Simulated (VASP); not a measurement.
Input of a VASP 6.6.1 run:

File POSCAR:

```
SnO
1.0
    3.3031148417      0.0000000000      0.0000000000
    0.0000000000      5.7577050573      0.0000000000
    0.0000000000      0.0000000000      4.0008070726
Sn O
2 2
Direct
    0.0000000000      0.2294420242      0.5172649377
    0.5000000000      0.7705579758      0.0172649377
    0.0000000000      0.8935339404      0.7327360623
    0.5000000000      0.1064660596      0.2327360623
```

The input INCAR.step1:

```
SYSTEM = SnO
PREC = Accurate
ENCUT = 500
EDIFF = 1E-8
ISMEAR = 0
SIGMA = 0.01
LREAL = .FALSE.
LASPH = .TRUE.
NELM = 80
ALGO = Normal
LWAVE = .TRUE.
LCHARG = .FALSE.
METAGGA = R2SCAN
LMIXTAU = .TRUE.
```

The input INCAR.step2:

```
SYSTEM = SnO
PREC = Accurate
ENCUT = 500
EDIFF = 1E-8
ISMEAR = 0
SIGMA = 0.01
LREAL = .FALSE.
LASPH = .TRUE.
NELM = 1
ALGO = Exact
LWAVE = .TRUE.
LCHARG = .FALSE.
METAGGA = R2SCAN
LMIXTAU = .TRUE.
NBANDS = 143
LOPTICS = .TRUE.
ISTART = 1
```

The input INCAR.step3:

```
SYSTEM = SnO
PREC = Accurate
ENCUT = 500
EDIFF = 1E-8
ISMEAR = 0
SIGMA = 0.01
LREAL = .FALSE.
LASPH = .TRUE.
ALGO = EVGW0
LWAVE = .FALSE.
LCHARG = .FALSE.
METAGGA = R2SCAN
LMIXTAU = .TRUE.
NELMGW = 1
NBANDS = 143
ENCUTGW = 80.0
NOMEGA = 48
PRECFOCK = Fast
ISTART = 1
NBANDSGW = 28
```

The input KPOINTS:

```
regular mesh
0
G
  4 2 4
  0 0 0
```

Potentials or basis: VASP PAW PBE potentials, release 64 (Sn_d_GW, O_GW).

Run with:

```sh
$ cat potpaw_PBE.64/Sn_d_GW/POTCAR potpaw_PBE.64/O_GW/POTCAR > POTCAR
$ cp INCAR.step1 INCAR
$ mpirun -np 1 vasp_std > vasp.out
$ cp INCAR.step2 INCAR
$ mpirun -np 1 vasp_std > vasp.out
$ cp INCAR.step3 INCAR
$ mpirun -np 1 vasp_std > vasp.out
```

Question: Estimate the quasiparticle gap.

Answer: 2.76 eV.

Question: Estimate the least direct quasiparticle gap.

Answer: 3.68 eV.

Question: What does it give for the band gap on the k mesh, mean-field level?

Answer: 2.25 eV, indirect (least direct gap 3.04 eV).

Caveat: the k points lie up to 0.55 Å⁻¹ apart; bands, screening cutoff and mesh are small and nothing is extrapolated, so the quasiparticle values aren't converged; spin-orbit coupling is left out, which moves the levels of the heavy elements. A k mesh can miss the band edges.
